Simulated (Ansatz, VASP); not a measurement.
## Two plane-wave programs on SrAl2O2

File INCAR:

```
SYSTEM = SrAl2O2
PREC = Accurate ; ENCUT = 520
EDIFF = 1E-6 ; ISMEAR = 0
SIGMA = 0.1 ; LREAL = .False.
LASPH = .True. ; NELM = 150
ALGO = Normal ; ISIF = 2
LWAVE = .False. ; LCHARG = .False.
ISPIN = 2 ; MAGMOM = 0 0 0 1 1
LORBIT = 11 ; GGA = PE
NBANDS = 26
```

Contents of KPOINTS:

```
Automatic mesh
0
Gamma
  6 6 4
  0 0 0
```

The input POSCAR:

```
SrAl2O2
1.0
    4.2670147700      0.0000000000      0.0000000000
   -2.1335073900      3.6953431900      0.0000000000
    0.0000000000      0.0000000000      6.2354244700
Sr Al O
1 2 2
Direct
    0.0000000000      0.0000000000      0.5000000000
    0.3333333300      0.6666666700      0.7144747000
    0.6666666700      0.3333333300      0.2855253000
    0.3333333300      0.6666666700      0.1269870100
    0.6666666700      0.3333333300      0.8730129900
```

Input for Ansatz:

```yaml
crystal:
  lattice:
    - [4.26701477, 0.0, 0.0]
    - [-2.13350739, 3.69534319, 0.0]
    - [0.0, 0.0, 6.23542447]
  atoms:
    - { symbol: Sr, position: [0.0, 0.0, 0.5] }
    - { symbol: Al, position: [0.33333333, 0.66666667, 0.7144747] }
    - { symbol: Al, position: [0.66666667, 0.33333333, 0.2855253] }
    - { symbol: O, position: [0.33333333, 0.66666667, 0.12698701], spin: 1.0 }
    - { symbol: O, position: [0.66666667, 0.33333333, 0.87301299], spin: 1.0 }
basis:
  ecutwfc: 420
kpoints:
  mp_grid: { grid: [6, 6, 4] }
hamiltonian:
  xc: pbe
scf:
  occupations: { method: gaussian, width: 0.1 }
  lower_state_search: "off"
output:
  forces: true
  stress: true
  eigenvalues: true
  populations: true
magnetization:
  spin_polarized: true
```

Alike in both runs: task single point; functional PBE; k mesh 6 × 6 × 4; occupations gaussian, width 0.1 eV; collinear spin.

|  | VASP | Ansatz |
| --- | --- | --- |
| version | VASP 6.6.1 | Ansatz 0.2.0 |
| potentials or method | VASP PAW PBE potentials, release 64 (Sr_sv, Al, O), cutoff 520 eV | scalar-relativistic, plane waves, PAW |
| valence electrons in the cell | 28 | 28 |

Ansatz gave:

- gap on the k mesh at the Fermi level (eV): none
- pressure (GPa): -4.2
- traceless stress, the component that is largest in VASP (GPa): -8.62
- rms of the force components (eV/Å): 2.108
- net moment per atom (μB): 0.00

Task: Which values does VASP return?

Result: gap on the k mesh at the Fermi level (eV): none; pressure (GPa): -4.2; traceless stress, the component that is largest in VASP (GPa): -8.67; rms of the force components (eV/Å): 2.110; net moment per atom (μB): 0.00.

Atom by atom the forces differ by 0.004 eV/Å (rms over components). A gap of «none» marks a metal or a gap that the smearing closes. Ansatz's warnings: seeded moment not kept.
